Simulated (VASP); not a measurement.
# Ge (P6_3/mmc) in VASP: vibrations by perturbation theory with PBEsol

Aim: the vibrations by perturbation theory of Ge with PBEsol.

Program: VASP 6.6.1. These are calculated values, not measurements. Logs are shortened: lines on timing, memory, paths and dates and some standing lists are left out, and cuts for length are marked.

## Step 1: The cell of the first run

It takes space group P6_3/mmc (No. 194, hexagonal). The conventional cell has a = 4.021 Å, b = 4.021 Å, c = 6.620 Å, α = 90.00°, β = 90.00°, γ = 120.00°. Within 3.3 Å of Ge (site symmetry 3m) lie 4 Ge at 2.47 to 2.48 Å.

## Step 2: Vibrations by perturbation theory, PBEsol (volume scaled by 1.015)

File INCAR:

```
SYSTEM = Ge
PREC = Accurate ; ENCUT = 520
EDIFF = 1E-8 ; ISMEAR = -1
SIGMA = 0.1 ; LREAL = .FALSE.
LASPH = .TRUE. ; NELM = 80
ALGO = Normal ; ISIF = 2
LWAVE = .FALSE. ; LCHARG = .TRUE.
GGA = PS ; NBANDS = 36
IBRION = 8 ; NSW = 1
```

File KPOINTS:

```
regular mesh
0
G
  8 8 4
  0 0 0
```

File POSCAR:

```
Ge
1.0
    4.0206679258      0.0000000000      0.0000000000
   -2.0103339629      3.4820005639      0.0000000000
    0.0000000000      0.0000000000      6.6198839683
Ge
4
Direct
    0.6666666667      0.3333333333      0.0627174852
    0.3333333333      0.6666666667      0.5627174852
    0.6666666667      0.3333333333      0.4372825148
    0.3333333333      0.6666666667      0.9372825148
```

Potentials or basis: VASP PAW PBE potentials, release 64 (Ge_d).

On the command line:

```
$ cat potpaw_PBE.64/Ge_d/POTCAR > POTCAR
$ mpirun -np 1 vasp_std > vasp.out
```

OUTCAR:

```text
SYSTEM = Ge
   PREC = Accurate
   ENCUT = 520
   EDIFF = 1E-8
   ISMEAR = -1
   LREAL = .FALSE.
   LASPH = .TRUE.
   NELM = 80
   ISIF = 2
   GGA = PS
   IBRION = 8
   NSW = 1

 ion  position               nearest neighbor table
   1  0.667  0.333  0.063-   4 2.47   4 2.47   4 2.47   3 2.48
   2  0.333  0.667  0.563-   3 2.47   3 2.47   3 2.47   4 2.48
   3  0.667  0.333  0.437-   2 2.47   2 2.47   2 2.47   1 2.48
   4  0.333  0.667  0.937-   1 2.47   1 2.47   1 2.47   2 2.48

  LATTYP: Found a hexagonal cell.
 ALAT       =     4.0206679258
 C/A-ratio  =     1.6464637444

  Lattice vectors:

 A1 = (   4.0206679258,   0.0000000000,   0.0000000000)
 A2 = (  -2.0103339629,   3.4820005639,   0.0000000000)
 A3 = (   0.0000000000,   0.0000000000,   6.6198839683)

Analysis of symmetry for initial positions (statically):
=====================================================================
 Subroutine PRICEL returns:
 Original cell was already a primitive cell.

 Routine SETGRP: Setting up the symmetry group for a
 hexagonal supercell.

 Subroutine GETGRP returns: Found 24 space group operations
 (whereof 12 operations were pure point group operations)
 out of a pool of 24 trial point group operations.

The static configuration has the point symmetry D_3d.
 The point group associated with its full space group is D_6h.

Analysis of symmetry for dynamics (positions and initial velocities):
=====================================================================
 Subroutine PRICEL returns:
 Original cell was already a primitive cell.

 Routine SETGRP: Setting up the symmetry group for a
 hexagonal supercell.

 Subroutine GETGRP returns: Found 24 space group operations
 (whereof 12 operations were pure point group operations)
 out of a pool of 24 trial point group operations.
[... 1140 lines left out ...]

[... ionic steps 5 to 5 ...]

--------------------------------------- Ionic step        6  -------------------------------------------

 Free energy of the ion-electron system (eV)
  ---------------------------------------------------
  ---------------------------------------------------
  free energy    TOTEN  =        -0.20363612 eV

  energy without entropy =       -0.20363418

------------------------ aborting loop because EDIFF is reached ----------------------------------------

 INTERNAL STRAIN TENSOR  FOR ION    1  DIRECTION 3   (eV/Angst):
 -----------------------------------------------------------------------------
    -4.84933  0.00000  0.00000
     0.00000 -4.84933 -0.00000
     0.00000 -0.00000  8.86920

 INTERNAL STRAIN TENSOR FOR ION    4 for displacements in x,y,z  (eV/Angst):
          X           Y           Z          XY          YZ          ZX
  --------------------------------------------------------------------------------
  x     0.00000     0.00000     0.00000    -6.62962    -0.00000     5.35449
  y    -6.62962     6.62962    -0.00000     0.00000     4.75870     0.00000
  z     4.84933     4.84933    -8.86920    -0.00000     0.00000     0.00000

 SECOND DERIVATIVES (NOT SYMMETRIZED)
 ------------------------------------
               1X          1Y          1Z          2X          2Y          2Z          3X          3Y          3Z          4X          4Y          4Z
  1X   -10.191249    0.000000    0.000000   -0.360846    0.000000    0.000000    0.746249    0.000000    0.000000    9.805845    0.000000    0.000000
  1Y     0.000000  -10.191249   -0.000000    0.000000   -0.360846   -0.000000    0.000000    0.746249    0.000000   -0.000000    9.805845    0.000000
  1Z     0.000000    0.000000  -11.474669    0.000000   -0.000000    1.208326    0.000000    0.000000    5.813132   -0.000000   -0.000000    4.453210
  2X    -0.360846    0.000000   -0.000000  -10.191249   -0.000000    0.000000    9.805845    0.000000    0.000000    0.746249    0.000000    0.000000
  2Y     0.000000   -0.360846    0.000000    0.000000  -10.191249    0.000000    0.000000    9.805845    0.000000    0.000000    0.746249   -0.000000
  2Z     0.000000    0.000000    1.208326    0.000000   -0.000000  -11.474669    0.000000    0.000000    4.453210    0.000000    0.000000    5.813132
  3X     0.746249    0.000000    0.000000    9.805845    0.000000    0.000000  -10.191249   -0.000000    0.000000   -0.360846    0.000000   -0.000000
  3Y     0.000000    0.746249   -0.000000    0.000000    9.805845    0.000000    0.000000  -10.191249    0.000000    0.000000   -0.360846    0.000000
  3Z     0.000000    0.000000    5.813132    0.000000    0.000000    4.453210    0.000000   -0.000000  -11.474669    0.000000    0.000000    1.208326
  4X     9.805845    0.000000    0.000000    0.746249    0.000000    0.000000   -0.360846    0.000000    0.000000  -10.191249    0.000000    0.000000
  4Y    -0.000000    9.805845    0.000000    0.000000    0.746249    0.000000    0.000000   -0.360846   -0.000000    0.000000  -10.191249   -0.000000
  4Z    -0.000000   -0.000000    4.453210    0.000000    0.000000    5.813132    0.000000   -0.000000    1.208326    0.000000    0.000000  -11.474669

 Eigenvectors and eigenvalues of the dynamical matrix
 ----------------------------------------------------

   1 f  =    8.428239 THz    52.956188 2PiTHz  281.135795 cm-1    34.856380 meV
             X         Y         Z           dx          dy          dz
      2.010334  1.160667  0.415182     0.500000   -0.000009   -0.000000
     -0.000000  2.321334  3.725124     0.500000   -0.000009   -0.000000
      2.010334  1.160667  2.894760    -0.500000    0.000009    0.000000
     -0.000000  2.321334  6.204701    -0.500000    0.000009    0.000000
[... 64 lines left out ...]
  11 f  =    0.000000 THz     0.000001 2PiTHz    0.000005 cm-1     0.000001 meV
             X         Y         Z           dx          dy          dz
      2.010334  1.160667  0.415182    -0.341925    0.353055   -0.091866
     -0.000000  2.321334  3.725124    -0.341925    0.353055   -0.091866
      2.010334  1.160667  2.894760    -0.341925    0.353055   -0.091866
     -0.000000  2.321334  6.204701    -0.341925    0.353055   -0.091866

  12 f/i=    0.000000 THz     0.000000 2PiTHz    0.000001 cm-1     0.000000 meV
             X         Y         Z           dx          dy          dz
      2.010334  1.160667  0.415182     0.357832    0.349086    0.009738
     -0.000000  2.321334  3.725124     0.357832    0.349086    0.009738
      2.010334  1.160667  2.894760     0.357832    0.349086    0.009738
     -0.000000  2.321334  6.204701     0.357832    0.349086    0.009738

--------------------------------------------------------------------------------------------------------

 ELASTIC MODULI CONTR FROM IONIC RELAXATION (kBar)
 Direction    XX          YY          ZZ          XY          YZ          ZX
 --------------------------------------------------------------------------------
 XX        -240.0911     81.6961    144.8484     -0.0000     -0.0000      0.0000
 YY          81.6961   -240.0911    144.8484      0.0000      0.0000     -0.0000
 ZZ         144.8484    144.8484   -264.9209      0.0000     -0.0000     -0.0000
 XY          -0.0000      0.0000      0.0000   -160.8936     -0.0000     -0.0000
 YZ          -0.0000      0.0000     -0.0000     -0.0000    -74.1995     -0.0000
 ZX           0.0000     -0.0000     -0.0000     -0.0000     -0.0000    -93.9423
 --------------------------------------------------------------------------------
```

It took 7.9 min on 1 thread of AMD EPYC 9R45 (Zen 5), shared host; peak memory 0.79 GiB.

What came out:

| Item | Value |
| --- | --- |
| Highest phonon frequency at Γ | 281 cm⁻¹ |

Phonon frequencies in cm⁻¹ (negative: imaginary):
```
              q point                              frequencies
(0.000, 0.000, 0.000)  0 0 0 54 54 206 229 266 266 277 281 281
```

Caveat: the cell wasn't relaxed at this level first, which shifts response properties.
